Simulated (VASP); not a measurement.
**Ag: single point with BLYP**

The system is Ag.

```
CELL_PARAMETERS angstrom
-0.04610 2.05721 2.07269
2.03078 0.00528 2.02131
2.03221 2.00725 0.00385
ATOMIC_POSITIONS crystal
Ag 0.00000 0.00000 0.00000
```

This cell differs from its parent crystal: the cell strained at random.

```yaml
Program: VASP 6.6.1
Task: single point
Functional: BLYP
Potentials_or_basis: VASP PAW PBE potentials, release 64 (Ag)
Cutoff: 520 eV
k_mesh: 11 × 11 × 11
Occupations: gaussian, width 0.01 eV
Spin: no spin polarisation
Dipole_correction: no
Further_INCAR_settings: ALGO = Fast; EDIFF = 1e-06; NBANDS = 12
```

```
Pressure : 12.4 GPa
```

Stress tensor (GPa, compression positive):
```
12.34  0.91  0.87
 0.91 12.53 -1.34
 0.87 -1.34 12.34
```

Levels at points of the mesh, in eV from the Fermi level:
```csv
k point,band 2,band 3,band 4,band 5,band 6,band 7,band 8,band 9,band 10,band 11
"(0.00, 0.00, 0.00)",-5.35,-5.17,-5.10,-4.19,-4.12,15.90,18.61,19.68,19.86,24.21
```

Run time: 2.4 min on 1 thread of Intel Xeon 8259CL (shared host), peak memory 0.25 GiB.

Caveat: the cell differs from its parent crystal (the cell strained at random); the PAW data sets were made with another functional, which shifts forces and pressure a little.
